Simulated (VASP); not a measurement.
Input of a VASP 6.6.1 run:

Contents of POSCAR:

```
Ti
1.0
    1.6265322062      1.6265322062      1.6265322062
   -1.6265322062      1.6265322062      1.6265322062
   -1.6265322062     -1.6265322062      1.6265322062
Ti
1
Direct
    0.0000000000      0.0000000000      0.0000000000
```

INCAR.step1

```
PREC = Accurate ; ENCUT = 520
ISMEAR = -1 ; SIGMA = 0.05
LREAL = F ; LASPH = T
NELM = 80 ; NBANDS = 12
GGA = PE ; ALGO = Normal
EDIFF = 1E-4 ; LWAVE = T
LCHARG = F
```

Contents of INCAR.step2:

```
PREC = Accurate ; ENCUT = 520
EDIFF = 1E-6 ; ISMEAR = -1
SIGMA = 0.05 ; LREAL = F
LASPH = T ; NELM = 80
ALGO = Normal ; ISIF = 2
LWAVE = F ; LCHARG = F
METAGGA = R2SCAN ; LMIXTAU = T
NBANDS = 12 ; ISTART = 1
```

Contents of KPOINTS:

```
Automatic mesh
0
Gamma
  20 20 20
```

Potentials or basis: VASP PAW PBE potentials, release 64 (Ti_sv).

Launch:

```sh
$ cat potpaw_PBE.64/Ti_sv/POTCAR > POTCAR
$ cp INCAR.step1 INCAR
$ mpirun -np 1 vasp_std > vasp.out
$ cp INCAR.step2 INCAR
$ mpirun -np 1 vasp_std > vasp.out
```

Task: What does it give for the band gap on the k mesh?

Result: Zero (band 6 reaches 9.37 eV, above the bottom of band 7 at 7.48 eV).

Task: Predict the pressure.

Result: 0.3 GPa.

Caveat: the PAW data sets were made with another functional, which shifts forces and pressure a little.
